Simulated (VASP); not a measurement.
# InP (F-43m) in VASP: notebook, part 2 of 3

VASP 6.6.1.

**4. Single point, PBE**

Contents of INCAR:

```
PREC = Accurate
ENCUT = 520
EDIFF = 1E-6
ISMEAR = 0
SIGMA = 0.01
LREAL = False
LASPH = True
NELM = 80
ALGO = Normal
ISIF = 2
LWAVE = False
LCHARG = False
GGA = PE
NBANDS = 16
```

Contents of KPOINTS:

```
regular mesh
0
Gamma
  8 8 8
```

Contents of POSCAR:

```
InP
1.0
    0.0000000000      2.9538002896      2.9538002896
    2.9538002896      0.0000000000      2.9538002896
    2.9538002896      2.9538002896      0.0000000000
In P
1 1
Direct
    0.0000000000      0.0000000000      0.0000000000
    0.2500000000      0.2500000000      0.2500000000
```

Potentials or basis: VASP PAW PBE potentials, release 64 (In_d, P).

The run is started by

```
$ cat potpaw_PBE.64/In_d/POTCAR potpaw_PBE.64/P/POTCAR > POTCAR
$ mpirun -np 1 vasp_std > vasp.out
```

OUTCAR:

```text
PREC = Accurate
   ENCUT = 520
   EDIFF = 1E-6
   ISMEAR = 0
   LREAL = False
   LASPH = True
   NELM = 80
   ISIF = 2
   GGA = PE

 ion  position               nearest neighbor table
   1  0.000  0.000  0.000-   2 2.56   2 2.56   2 2.56   2 2.56
   2  0.250  0.250  0.250-   1 2.56   1 2.56   1 2.56   1 2.56

  LATTYP: Found a face centered cubic cell.
 ALAT       =     5.9076005792

  Lattice vectors:

 A1 = (   0.0000000000,   2.9538002896,   2.9538002896)
 A2 = (   2.9538002896,   0.0000000000,   2.9538002896)
 A3 = (   2.9538002896,   2.9538002896,   0.0000000000)

Analysis of symmetry for initial positions (statically):
=====================================================================
 Subroutine PRICEL returns:
 Original cell was already a primitive cell.

 Routine SETGRP: Setting up the symmetry group for a
 face centered cubic supercell.

 Subroutine GETGRP returns: Found 24 space group operations
 (whereof 24 operations were pure point group operations)
 out of a pool of 48 trial point group operations.

The static configuration has the point symmetry T_d .

Analysis of symmetry for dynamics (positions and initial velocities):
=====================================================================
 Subroutine PRICEL returns:
 Original cell was already a primitive cell.

 Routine SETGRP: Setting up the symmetry group for a
 face centered cubic supercell.

 Subroutine GETGRP returns: Found 24 space group operations
 (whereof 24 operations were pure point group operations)
 out of a pool of 48 trial point group operations.

The dynamic configuration has the point symmetry T_d .

 Subroutine INISYM returns: Found 24 space group operations
 (whereof 24 operations are pure point group operations),
 and found     1 'primitive' translations

----------------------------------------------------------------------------------------

                                     Primitive cell

  volume of cell :      51.5434

  direct lattice vectors                    reciprocal lattice vectors
     0.000000000  2.953800290  2.953800290    -0.169273462  0.169273462  0.169273462
     2.953800290  0.000000000  2.953800290     0.169273462 -0.169273462  0.169273462
     2.953800290  2.953800290  0.000000000     0.169273462  0.169273462 -0.169273462

  length of vectors
     4.177304430  4.177304430  4.177304430     0.293190236  0.293190236  0.293190236

  position of ions in fractional coordinates (direct lattice)
     0.000000000  0.000000000  0.000000000
     0.250000000  0.250000000  0.250000000

  ion indices of the primitive-cell ions
   primitive index   ion index
                 1           1
                 2           2

----------------------------------------------------------------------------------------

 KPOINTS: regular mesh

Automatic generation of k-mesh.
 Grid dimensions read from file:
 generate k-points for:    8    8    8

 Generating k-lattice:

  Cartesian coordinates                     Fractional coordinates (reciprocal lattice)
    -0.021159183  0.021159183  0.021159183     0.125000000  0.000000000  0.000000000
     0.021159183 -0.021159183  0.021159183     0.000000000  0.125000000  0.000000000
     0.021159183  0.021159183 -0.021159183     0.000000000  0.000000000  0.125000000

  Length of vectors
     0.036648779  0.036648779  0.036648779

  Shift w.r.t. Gamma in fractional coordinates (k-lattice)
     0.000000000  0.000000000  0.000000000

 Subroutine IBZKPT returns following result:
 ===========================================

 Found     29 irreducible k-points:

 Following reciprocal coordinates:
            Coordinates               Weight
  0.000000  0.000000  0.000000      1.000000
  0.125000  0.000000  0.000000      8.000000
  0.250000  0.000000  0.000000      8.000000
  0.375000  0.000000  0.000000      8.000000
  0.500000  0.000000  0.000000      4.000000
  0.125000  0.125000  0.000000      6.000000
[... 16 lines left out ...]
  0.500000  0.250000  0.125000     48.000000
 -0.375000  0.250000  0.125000     24.000000
 [... further k-points ...]
   k-points           NKPTS =     29   k-points in BZ     NKDIM =     29   number of bands    NBANDS=     16
   number of dos      NEDOS =    301   number of ions     NIONS =      2
   total plane-waves  NPLWV =  32768
   dimension x,y,z NGX =    32 NGY =   32 NGZ =   32
   dimension x,y,z NGXF=    64 NGYF=   64 NGZF=   64
   ions per type =               1   1
   NGX,Y,Z   is equivalent  to a cutoff of  12.74, 12.74, 12.74 a.u.
   NGXF,Y,Z  is equivalent  to a cutoff of  25.47, 25.47, 25.47 a.u.
 SYSTEM =  unknown system
   PREC   = accura    normal or accurate (medium, high low for compatibility)
   ISTART =      0    job   : 0-new  1-cont  2-samecut
   ICHARG =      2    charge: 1-file 2-atom 10-const
   ISPIN  =      1    spin polarized calculation?
   LNONCOLLINEAR =      F non collinear calculations
   LSORBIT =      F    spin-orbit coupling
   LASPH  =      T    aspherical Exc in radial PAW
   ENCUT  =  520.0 eV  38.22 Ry    6.18 a.u.   7.77  7.77  7.77*2*pi/ulx,y,z
   NELM   =     80;   NELMIN=  2; NELMDL= -5     # of ELM steps
   EDIFF  = 0.1E-05   stopping-criterion for ELM
   LREAL  =      F    real-space projection
   EDIFFG = 0.1E-04   stopping-criterion for IOM
   NSW    =      0    number of steps for IOM
   IBRION =     -1    ionic relax: 0-MD 1-quasi-New 2-CG
   NFREE  =      0    steps in history (QN), initial steepest desc. (CG)
   ISIF   =      2    stress and relaxation
   ISYM   =      2    0-nonsym 1-usesym 2-fastsym
   POTIM  = 0.5000    time-step for ionic-motion
   TEBEG  =    0.0;   TEEND  =   0.0 temperature during run
   PSTRESS=    0.0 pullay stress
   NELECT =      18.0000    total number of electrons
   NUPDOWN=      -1.0000    fix difference up-down
   EMIN   =  10.00;   EMAX   =-10.00  energy-range for DOS
   EFERMI =   0.00;   METHOD = LEGACY
   ISMEAR =     0;   SIGMA  =   0.01  broadening in eV -4-tet -1-fermi 0-gaus
   EFERMI_NEDOS =   21; number of points for ismear=-14 and -15
   IALGO  =     38    algorithm
   IMIX   =      4    mixing-type and parameters
     AMIX     =   0.40;   BMIX     =  1.00
     AMIX_MAG =   1.60;   BMIX_MAG =  1.00
  volume/ion in A,a.u.               =      25.77       173.92
  Fermi-wavevector in a.u.,A,eV,Ry     =   1.152855  2.178579 18.083146  1.329074
  Thomas-Fermi vector in A             =   2.289503
   LORBIT       =      0    0 simple, 1 ext, 2 COOP (PROOUT), +10 PAW based schemes
   GGA     = PE    functional components
   LHFCALC =     F    Hartree Fock is set to
   AEXX    =    0.0000 exact exchange contribution
   IVDW    =     0    specifies the selected vdW correction
   LEPSILON=     F    determine dielectric tensor
   LRPA    =     F    only Hartree local field effects (RPA)
 non-spin polarized calculation
 Gauss-broadening in eV      SIGMA  =   0.01
  energy-cutoff  :      520.00
  volume of cell :       51.54
 maximum number of plane-waves:      1411
   NGX = 15   NGY = 15   NGZ = 15

 number of electron      18.0000009 magnetization

 Free energy of the ion-electron system (eV)
  ---------------------------------------------------
  ext. energy  EPLUGINS =         0.00000000
  ---------------------------------------------------
  free energy    TOTEN  =        -8.39939874 eV

  energy without entropy =       -8.39939874  energy(sigma->0) =       -8.39939874

 E-fermi :   4.9810     XC(G=0):  -9.1781

 val. band max:        4.9322128431   @ k =   0.0000   0.0000   0.0000
 cond. band min:       5.5144539831   @ k =   0.0000   0.0000   0.0000
 fundamental gap:      0.5822411401
 Fermi energy:         4.9809845388

 k-point     1 :       0.0000    0.0000    0.0000
  band No.  band energies     occupation
      1      -9.2084      2.00000
      2      -9.2084      2.00000
      3      -9.2084      2.00000
      4      -9.0680      2.00000
      5      -9.0680      2.00000
      6      -6.4249      2.00000
[... 8 lines left out ...]
     15      14.3438      0.00000
     16      14.3438      0.00000
[... 419 lines left out ...]
 k-point    24 :      -0.3750    0.2500    0.1250
  band No.  band energies     occupation
      1      -9.3300      2.00000
      2      -9.1636      2.00000
      3      -9.1452      2.00000
      4      -9.0727      2.00000
      5      -9.0559      2.00000
      6      -4.4738      2.00000
[... 8 lines left out ...]
     15      15.5767      0.00000
     16      16.1719      0.00000

 [... further k-points ...]

------------------------ aborting loop because EDIFF is reached ----------------------------------------

  FORCE on cell =-STRESS in cart. coord.  units (eV):
  Direction    XX          YY          ZZ          XY          YZ          ZX
  --------------------------------------------------------------------------------------
  -------------------------------------------------------------------------------------
  Total        0.5131800      0.5131800      0.5131800      0.0000000     -0.0000000     -0.0000000
  in kB       15.9516967     15.9516967     15.9516967      0.0000000     -0.0000000     -0.0000000
  external PRESSURE =      15.9516967 kB  Pullay stress =       0.0000000 kB

 VOLUME and BASIS-vectors are now :
 -----------------------------------------------------------------------------
  energy-cutoff  :      520.00
  volume of cell :       51.54
      direct lattice vectors                 reciprocal lattice vectors
     0.000000000  2.953800290  2.953800290    -0.169273462  0.169273462  0.169273462
     2.953800290  0.000000000  2.953800290     0.169273462 -0.169273462  0.169273462
     2.953800290  2.953800290  0.000000000     0.169273462  0.169273462 -0.169273462

 POSITION                                       TOTAL-FORCE (eV/Angst)
 -----------------------------------------------------------------------------------
      0.00000      0.00000      0.00000        -0.000000     -0.000000     -0.000000
      1.47690      1.47690      1.47690         0.000000      0.000000      0.000000
 -----------------------------------------------------------------------------------
    total drift:                               -0.000000     -0.000000     -0.000000

  FREE ENERGIE OF THE ION-ELECTRON SYSTEM (eV)
  ---------------------------------------------------
  free  energy   TOTEN  =        -8.3993987402 eV

  energy  without entropy=       -8.3993987402  energy(sigma->0) =       -8.39939874
```

OSZICAR:

```text
N       E                     dE             d eps       ncg     rms          rms(c)
DAV:   1     0.114153054769E+03    0.11415E+03   -0.83805E+03   928   0.125E+03
DAV:   2    -0.116737706098E+01   -0.11532E+03   -0.11014E+03  1064   0.304E+02
DAV:   3    -0.859834572860E+01   -0.74310E+01   -0.74032E+01  1208   0.744E+01
DAV:   4    -0.880254093319E+01   -0.20420E+00   -0.20415E+00  1208   0.136E+01
DAV:   5    -0.881168379996E+01   -0.91429E-02   -0.91428E-02  1392   0.239E+00    0.549E+00
DAV:   6    -0.842498483741E+01    0.38670E+00   -0.62217E-01  1464   0.126E+01    0.330E+00
DAV:   7    -0.839804318447E+01    0.26942E-01   -0.15371E-01  1352   0.303E+00    0.123E+00
DAV:   8    -0.839853005493E+01   -0.48687E-03   -0.14734E-02  1160   0.142E+00    0.305E-01
DAV:   9    -0.839918217766E+01   -0.65212E-03   -0.13223E-03  1152   0.393E-01    0.153E-01
DAV:  10    -0.839932326016E+01   -0.14108E-03   -0.22432E-04  1448   0.184E-01    0.102E-01
DAV:  11    -0.839939901449E+01   -0.75754E-04   -0.10761E-04  1080   0.851E-02    0.393E-02
DAV:  12    -0.839939874022E+01    0.27427E-06   -0.77720E-06  1152   0.313E-02
   1 F= -.83993987E+01 E0= -.83993987E+01  d E =-.154435E-14
```

It took 39 s on 1 thread of AMD EPYC 7R13, shared host; peak memory 0.15 GiB.

Results:

```
Free energy            : -8.3994 eV
Pressure               : 1.6 GPa
Band gap on the k mesh : 0.58 eV, direct
```

Caveat: spin-orbit coupling is left out, which moves the levels of the heavy elements.

(Continued in part 3 of 3.)
